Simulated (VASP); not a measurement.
# Te3Ru: single point with PBE

The system is Te3Ru.

```
CELL_PARAMETERS angstrom
3.15069 0.00000 0.00000
0.00000 3.15069 0.00000
0.00000 0.00000 10.77295
ATOMIC_POSITIONS crystal
Te 0.50000 0.50000 0.26621
Te 0.50000 0.50000 0.73379
Te 0.00000 0.00000 0.00000
Ru 0.50000 0.50000 0.50000
```

The cell was generated, and may not be a known phase.

* Program: VASP 6.6.1
* Task: single point
* Functional: PBE
* Potentials or basis: VASP PAW PBE potentials, release 64 (Te, Ru_pv)
* Cutoff: 520 eV
* k mesh: 4 × 4 × 4
* Occupations: gaussian, width 0.1 eV
* Spin: no spin polarisation

```
Pressure               : -0.1 GPa
Largest force          : 0.016 eV/Å
Band gap on the k mesh : zero (bands 16 and 17 overlap by 2.54 eV)
```

Forces in eV/Å, atoms in the order of the input:
```
Te   0.000  0.000  0.016
Te   0.000  0.000 -0.016
Te   0.000  0.000  0.000
Ru   0.000  0.000  0.000
```

Levels at points of the mesh, in eV from the Fermi level:
| k point | band 13 | band 14 | band 15 | band 16 | band 17 | band 18 | band 19 | band 20 |
| --- | --- | --- | --- | --- | --- | --- | --- | --- |
| (0.00, 0.00, 0.00) | 0.17 | 0.53 | 1.74 | 1.74 | 2.84 | 2.84 | 3.23 | 3.23 |
| (0.50, 0.00, 0.00) | -1.82 | -0.52 | -0.29 | -0.04 | 1.85 | 1.99 | 3.67 | 4.17 |
| (0.50, 0.50, 0.00) | -2.60 | -2.01 | -0.83 | -0.83 | -0.26 | -0.12 | 1.21 | 2.34 |
| (0.00, 0.00, 0.50) | -0.78 | 0.53 | 2.09 | 2.09 | 2.18 | 2.18 | 3.58 | 3.58 |
| (0.50, 0.00, 0.50) | -1.10 | -0.74 | -0.52 | -0.29 | 1.63 | 2.46 | 3.68 | 4.17 |
| (0.50, 0.50, 0.50) | -2.62 | -2.01 | -0.61 | -0.61 | -0.45 | -0.24 | 1.20 | 2.95 |

It took 28 s on 1 thread of Intel(R) Xeon(R) Platinum 8488C (Sapphire Rapids) (shared host), peak memory 0.22 GiB.

Caveat: the k points lie up to 0.50 Å⁻¹ apart, too coarse for converged energies and pressures of a metal; spin-orbit coupling is left out, which moves the levels of the heavy elements; this functional lacks dispersion, which binds layers or chains, so the pressure and a relaxed spacing across them are unreliable.
